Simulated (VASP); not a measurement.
Wanted: the native input for a VASP 6.6.1 run.

```yaml
Task: single point
Functional: revPBE
Potentials_or_basis: VASP PAW PBE potentials, release 64 (Re)
Cutoff: 520 eV
k_mesh: 17 × 17 × 8
Occupations: fermi-dirac, width 0.1 eV
Spin: no spin polarisation
Dipole_correction: no
Further_INCAR_settings: ALGO = Normal; EDIFF = 1e-06; NBANDS = 14
```

The structure of Re lies in POSCAR:

```
Re
1.0
   -1.8197096714      1.4952019996      1.3338619022
    1.4952019996     -1.8197096714      1.3338619022
    3.3697105805      3.3697105805     -1.9281982975
Re
2
Direct
    0.9583649146      0.0416350854      0.0000000000
    0.7916350854      0.2083649146      0.5000000000
```

The input as run:

INCAR

```
SYSTEM = Re
PREC = Accurate ; ENCUT = 520
EDIFF = 1E-6 ; ISMEAR = -1
SIGMA = 0.1 ; LREAL = .False.
LASPH = .True. ; NELM = 80
ALGO = Normal ; ISIF = 2
LWAVE = .False. ; LCHARG = .False.
GGA = RE ; NBANDS = 14
```

KPOINTS

```
regular mesh
0
Gamma
  17 17 8
  0 0 0
```

Potentials or basis: VASP PAW PBE potentials, release 64 (Re).

The run is started by

```sh
$ cat potpaw_PBE.64/Re/POTCAR > POTCAR
$ mpirun -np 1 vasp_std > vasp.out
```

It gave:

```yaml
Pressure: 35.7 GPa
Largest_force: 0.004 eV/Å
Band_gap_on_the_k_mesh: zero (bands 7 and 8 overlap by 3.60 eV)
```

Caveat: the cell stands under pressure; the PAW data sets were made with another functional, which shifts forces and pressure a little; spin-orbit coupling is left out, which moves the levels of the heavy elements.

It took 3.3 min on 1 thread of Intel(R) Xeon(R) Platinum 8559C (Emerald Rapids), on a shared host, peak memory 0.32 GiB.
